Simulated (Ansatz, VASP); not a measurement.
# One calculation of Be4Ga2C, two programs

```
Be Ga C
1.0
     2.70976   -6.11906    0.00000
     2.70976    6.11906    0.00000
     0.00000    0.00000    2.83130
Be Ga C
4 2 1
Direct
  0.19170 0.19170 0.50000
  0.13751 0.86249 0.00000
  0.80830 0.80830 0.50000
  0.86249 0.13751 0.00000
  0.00000 0.50000 0.50000
  0.50000 0.00000 0.50000
  0.00000 0.00000 0.00000
```

Change from the starting cell: species swapped into the Li2CrCl4 type (C2/m, No. 12).

Alike in both runs: functional PBE; k mesh 8 × 8 × 14; occupations gaussian, width 0.1 eV; no spin polarisation.

Ansatz relaxed the structure, and its values are those at the end. VASP's run is a single point on that final structure, the one shown.

```csv
,VASP,Ansatz
version,VASP 6.6.1,Ansatz 0.2.0
potentials or method,"VASP PAW PBE potentials, release 64 (Be, Ga_d, C), cutoff 520 eV","scalar-relativistic, plane waves, PAW"
valence electrons in the cell,38,38
```

|  | VASP | Ansatz | Ansatz less VASP |
| --- | --- | --- | --- |
| gap on the k mesh at the Fermi level (eV) | none | none | - |
| pressure (GPa) | 0.2 | 0.0 | -0.20 |
| rms of the force components (eV/Å) | 0.009 | 0.001 | -0.0082 |

A gap of «none» marks a metal or a gap that the smearing closes.
